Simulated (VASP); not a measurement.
Write the native input for VASP 6.6.1 that does the following.

```
Task                   : single point
Functional             : LDA
Potentials or basis    : VASP PAW LDA potentials, release 64 (Ta_pv, F)
Cutoff                 : 520 eV
k mesh                 : 6 × 6 × 1
Occupations            : gaussian, width 0.1 eV
Spin                   : collinear spin
Starting moments       : [0.0, 0.0, 0.0, 0.0, 0.0, 0.0, 1.0] μB
Dipole correction      : yes
Further INCAR settings : ALGO = Normal; EDIFF = 1e-06; NBANDS = 50
```

The structure of Ta6F lies in POSCAR:

```
Ta6F
1.0
    4.6002247516      0.0000000000      0.0000000000
   -2.3001123758      3.9839114980      0.0000000000
    0.0000000000      0.0000000000     21.4017722141
Ta F
6 1
Direct
    0.6666666667      0.3333333333      0.1869004099
    0.3333333333      0.6666666667      0.2307760729
    0.0000000000      0.0000000000      0.2746517360
    0.6666666667      0.3333333333      0.3157775353
    0.3333333333      0.6666666667      0.3543568624
    0.0000000000      0.0000000000      0.3925736677
    0.6666666667     -0.6666666667      0.5061156668
```

One way to write it, as run:

INCAR

```
PREC = Accurate
ENCUT = 520
EDIFF = 1E-6
ISMEAR = 0
SIGMA = 0.1
LREAL = False
LASPH = True
NELM = 150
ALGO = Normal
ISIF = 2
LWAVE = False
LCHARG = False
ISPIN = 2
MAGMOM = 0 0 0 0 0 0 1
LORBIT = 11
LMAXMIX = 4
LDIPOL = True
IDIPOL = 3
DIPOL = 0.5 0.5 0.323
GGA = CA
NBANDS = 50
```

KPOINTS

```
regular mesh
0
Gamma
  6 6 1
```

Potentials or basis: VASP PAW LDA potentials, release 64 (Ta_pv, F).

Run with:

```sh
$ cat potpaw_LDA.64/Ta_pv/POTCAR potpaw_LDA.64/F/POTCAR > POTCAR
$ mpirun -np 1 vasp_std > vasp.out
```

It gave:

The largest force is 2.452 eV/Å and the net moment is 0.05 μB per cell. The site moments are Ta +0.01, +0.00, -0.00 (each value once); F +0.04 μB and the valence electrons inside the program's atomic spheres are Ta 8.83, 9.07, 9.01, 9.10, 8.88 (each value once); F 5.89.

It took 16 min on 1 thread of Intel(R) Xeon(R) Platinum 8375C CPU @ 2.90GHz (Ice Lake), with other jobs on the host, peak memory 0.54 GiB.
